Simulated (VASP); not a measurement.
Input of a VASP 6.6.1 run:

File INCAR:

```
ALGO = Fast
EDIFF = 1E-6
ENCUT = 520
GGA = PS
ISIF = 2
ISMEAR = 0
LASPH = True
LCHARG = False
LREAL = False
LWAVE = False
NBANDS = 32
NELM = 60
PREC = Accurate
SIGMA = 0.05
```

KPOINTS

```
k-points
0
Gamma
  8 8 8
```

POSCAR

```
Ti3Ag
1.0
    4.0105581101      0.0000000000      0.0000000000
    0.0000000000      4.0105581101      0.0000000000
    0.0000000000      0.0000000000      4.0102456626
Ti Ag
3 1
Direct
    0.0000000000      0.5000000000      0.5000000000
    0.5000000000      0.0000000000      0.5000000000
    0.5000000000      0.5000000000      0.0000000000
    0.0000000000      0.0000000000      0.0000000000
```

Potentials or basis: VASP PAW PBE potentials, release 64 (Ti_sv, Ag).

The run is started by

```sh
$ cat potpaw_PBE.64/Ti_sv/POTCAR potpaw_PBE.64/Ag/POTCAR > POTCAR
$ mpirun -np 1 vasp_std > vasp.out
```

Task: Estimate the pressure.

Result: 2.4 GPa.

Caveat: the PAW data sets were made with another functional, which shifts forces and pressure a little.
